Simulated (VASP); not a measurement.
**Si8N: single point with PBE**

The system is Si8N, a slab with vacuum.

```
Si N
1.0
     7.70216    0.00000    0.00000
     0.00000    6.36468    0.00000
     0.00000    0.00000   22.25254
Si N
16 2
Direct
  0.00000 0.93707 0.17975
  0.50000 0.93707 0.17975
  0.00000 0.56293 0.17975
  0.50000 0.56293 0.17975
  0.25000 0.43707 0.22971
  0.75000 0.43707 0.22971
  0.25000 0.06293 0.22971
  0.75000 0.06293 0.22971
  0.25000 0.93330 0.33026
  0.75000 0.93330 0.33026
  0.25000 0.56670 0.33026
  0.75000 0.56670 0.33026
  0.00000 0.42599 0.37086
  0.50000 0.42599 0.37086
  0.00000 0.07401 0.37086
  0.50000 0.07401 0.37086
  0.00000 0.32630 0.53264
  0.00000 0.52568 0.53264
```

```
Program                : VASP 6.6.1
Task                   : single point
Functional             : PBE
Potentials or basis    : VASP PAW PBE potentials, release 64 (Si, N)
Cutoff                 : 520 eV
k mesh                 : 4 × 4 × 1
Occupations            : gaussian, width 0.05 eV
Spin                   : no spin polarisation
Dipole correction      : yes
Further INCAR settings : ALGO = Normal; EDIFF = 1e-06; NBANDS = 52; NELMDL = -8
```

* Largest force: 12.947 eV/Å
* Band gap on the k mesh: zero (bands 37 and 38 overlap by 0.35 eV)

Forces on the atoms (eV/Å):
```
Si    0.000  -0.807   0.657
Si    0.000  -0.798   0.665
Si    0.000   0.809   0.657
Si    0.000   0.792   0.644
Si   -0.002   0.026  -0.627
Si    0.002   0.026  -0.627
Si    0.004  -0.028  -0.629
Si   -0.004  -0.028  -0.629
Si   -0.010   0.004  -0.003
Si    0.010   0.004  -0.003
Si   -0.002   0.006   0.001
Si    0.002   0.006   0.001
Si    0.000  -0.086  -0.161
Si    0.000  -0.086  -0.020
Si    0.000   0.051  -0.031
Si    0.000   0.086  -0.028
N     0.000  12.947   0.056
N     0.000 -12.923   0.080
```

Levels at points of the mesh, in eV from the Fermi level:
| k point | band 33 | band 34 | band 35 | band 36 | band 37 | band 38 | band 39 | band 40 | band 41 | band 42 |
| --- | --- | --- | --- | --- | --- | --- | --- | --- | --- | --- |
| (0.00, 0.00, 0.00) | -1.08 | -0.88 | -0.56 | -0.14 | -0.08 | 0.01 | 0.29 | 0.91 | 0.94 | 1.17 |
| (0.50, 0.00, 0.00) | -1.61 | -1.14 | -1.11 | -0.10 | -0.09 | 0.68 | 0.71 | 0.91 | 0.94 | 1.34 |
| (0.00, 0.50, 0.00) | -1.09 | -1.04 | -0.98 | -0.94 | -0.50 | 0.23 | 0.43 | 0.71 | 0.86 | 0.91 |
| (0.50, 0.50, 0.00) | -1.87 | -0.64 | -0.61 | -0.43 | -0.43 | 0.27 | 0.27 | 0.48 | 0.54 | 0.91 |

Run time: 32 min on 1 thread of Oxide Virtual Turin-like Processor (shared host), peak memory 1.1 GiB.
